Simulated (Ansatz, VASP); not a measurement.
## One calculation of Al3B2N, two programs

File INCAR:

```
SYSTEM = Al3B2N
PREC = Accurate
ENCUT = 520
EDIFF = 1E-6
ISMEAR = 0
SIGMA = 0.1
LREAL = .False.
LASPH = .True.
NELM = 150
ALGO = Normal
ISIF = 2
LWAVE = .False.
LCHARG = .True.
ISPIN = 2
MAGMOM = 0 0 0 0 0 1
LORBIT = 11
GGA = PE
LELF = .True.
LVHAR = .True.
NBANDS = 23
```

File KPOINTS:

```
regular mesh
0
Gamma
  6 6 4
  0 0 0
```

Contents of POSCAR:

```
Al3B2N
1.0
    3.8388603400      0.0000000000      0.0000000000
   -1.9194301700      3.3245505700      0.0000000000
    0.0000000000      0.0000000000      6.3103724500
Al B N
3 2 1
Direct
    0.3333333300      0.6666666700      0.0000000000
    0.6666666700      0.3333333300      0.0000000000
    0.0000000000      0.0000000000      0.0000000000
    0.0000000000      0.0000000000      0.2966334100
    0.0000000000      0.0000000000      0.7033665900
    0.0000000000      0.0000000000      0.5000000000
```

Input for Ansatz:

```yaml
crystal:
  lattice:
    - [3.83886034, 0.0, 0.0]
    - [-1.91943017, 3.32455057, 0.0]
    - [0.0, 0.0, 6.31037245]
  atoms:
    - { symbol: Al, position: [0.33333333, 0.66666667, 0.0] }
    - { symbol: Al, position: [0.66666667, 0.33333333, 0.0] }
    - { symbol: Al, position: [0.0, 0.0, 0.0] }
    - { symbol: B, position: [0.0, 0.0, 0.29663341] }
    - { symbol: B, position: [0.0, 0.0, 0.70336659] }
    - { symbol: "N", position: [0.0, 0.0, 0.5], spin: 1.0 }
basis:
  ecutwfc: 420
kpoints:
  mp_grid: { grid: [6, 6, 4] }
hamiltonian:
  xc: pbe
scf:
  occupations: { method: gaussian, width: 0.1 }
  lower_state_search: "off"
output:
  forces: true
  stress: true
  eigenvalues: true
  populations: true
magnetization:
  spin_polarized: true
```

Alike in both runs: task single point; functional PBE; k mesh 6 × 6 × 4; occupations gaussian, width 0.1 eV; collinear spin.

|  | VASP | Ansatz |
| --- | --- | --- |
| version | VASP 6.6.1 | Ansatz 0.2.0 |
| potentials or method | VASP PAW PBE potentials, release 64 (Al, B, N), cutoff 520 eV | scalar-relativistic, plane waves, PAW |
| valence electrons in the cell | 20 | 20 |

Ansatz gave:

* gap on the k mesh at the Fermi level (eV): none
* rms of the force components (eV/Å): 0.208
* net moment per atom (μB): 0.00

What did VASP give for the same quantities?

gap on the k mesh at the Fermi level (eV): none; rms of the force components (eV/Å): 0.215; net moment per atom (μB): 0.00.

Atom by atom the forces differ by 0.007 eV/Å (rms over components). A gap of «none» marks a metal or a gap that the smearing closes. The functional is the same, so the differences come from potentials, cutoffs and numerics. Ansatz's warnings: seeded moment not kept.
